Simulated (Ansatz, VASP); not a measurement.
**One calculation of TiAl, two programs**

INCAR

```
PREC = Accurate ; ENCUT = 520
EDIFF = 1E-6 ; ISMEAR = 0
SIGMA = 0.1 ; LREAL = False
LASPH = True ; NELM = 100
ALGO = Normal ; ISIF = 2
LWAVE = False ; LCHARG = True
GGA = PE ; LELF = True
LVHAR = True ; NBANDS = 14
```

KPOINTS

```
regular mesh
0
Gamma
  18 18 10
```

Contents of POSCAR:

```
TiAl
1.0
    2.8594059342      0.0000000000      0.0000000000
   -1.4297029670      2.4763181787      0.0000000000
    0.0000000000      0.0000000000      4.8056075426
Ti Al
1 1
Direct
    0.0000000000      0.0000000000      0.0000000000
    0.3333333300      0.6666666700      0.5000000000
```

Input for Ansatz:

```yaml
crystal:
  lattice:
    - [2.8594059342, 0.0, 0.0]
    - [-1.429702967, 2.4763181787, 0.0]
    - [0.0, 0.0, 4.8056075426]
  atoms:
    - { symbol: Ti, position: [0.0, 0.0, 0.0] }
    - { symbol: Al, position: [0.33333333, 0.66666667, 0.5] }
basis:
  ecutwfc: 420
kpoints:
  mp_grid: { grid: [18, 18, 10] }
hamiltonian:
  xc: pbe
scf:
  occupations: { method: gaussian, width: 0.1 }
output:
  forces: true
  stress: true
  eigenvalues: true
```

Alike in both runs: task single point; functional PBE; k mesh 18 × 18 × 10; occupations gaussian, width 0.1 eV; no spin polarisation.

```csv
,VASP,Ansatz
version,VASP 6.6.1,Ansatz 0.2.0
potentials or method,"VASP PAW PBE potentials, release 64 (Ti_sv, Al), cutoff 520 eV","scalar-relativistic, plane waves, PAW"
valence electrons in the cell,15,15
```

Ansatz gave:

| Quantity | Value |
| --- | --- |
| gap on the k mesh at the Fermi level (eV) | none |
| pressure (GPa) | -2.2 |
| traceless stress, the component that is largest in VASP (GPa) | -3.94 |

Q: Which values does VASP return?

A: gap on the k mesh at the Fermi level (eV): none; pressure (GPa): -2.2; traceless stress, the component that is largest in VASP (GPa): -3.91.

A gap of «none» marks a metal or a gap that the smearing closes. The functional is the same, so the differences come from potentials, cutoffs and numerics.
